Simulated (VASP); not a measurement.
Here is a VASP 6.6.1 calculation.

Contents of INCAR:

```
  PREC = Accurate
  ENCUT = 520
  EDIFF = 1E-6
  ISMEAR = -1
  SIGMA = 0.1
  LREAL = F
  LASPH = T
  NELM = 100
  ALGO = Normal
  ISIF = 2
  LWAVE = F
  LCHARG = F
  GGA = PS
  NBANDS = 32
```

File KPOINTS:

```
regular mesh
0
Gamma
  9 9 9
```

POSCAR

```
Lu
1.0
    0.0000000000      3.5878717688      3.5878717688
    3.5878717688      0.0000000000      3.5878717688
    3.5878717688      3.5878717688      0.0000000000
Lu
2
Direct
    0.1250000000      0.1250000000      0.1250000000
    0.8750000000      0.8750000000      0.8750000000
```

Potentials or basis: VASP PAW PBE potentials, release 64 (Lu).

The run is started by

```console
$ cat potpaw_PBE.64/Lu/POTCAR > POTCAR
$ mpirun -np 1 vasp_std > vasp.out
```

Estimate the pressure.

0.1 GPa.

Estimate the band gap on the k mesh.

zero (bands 25 and 26 overlap by 1.29 eV).

Caveat: the PAW data sets were made with another functional, which shifts forces and pressure a little; spin-orbit coupling is left out, which moves the levels of the heavy elements.
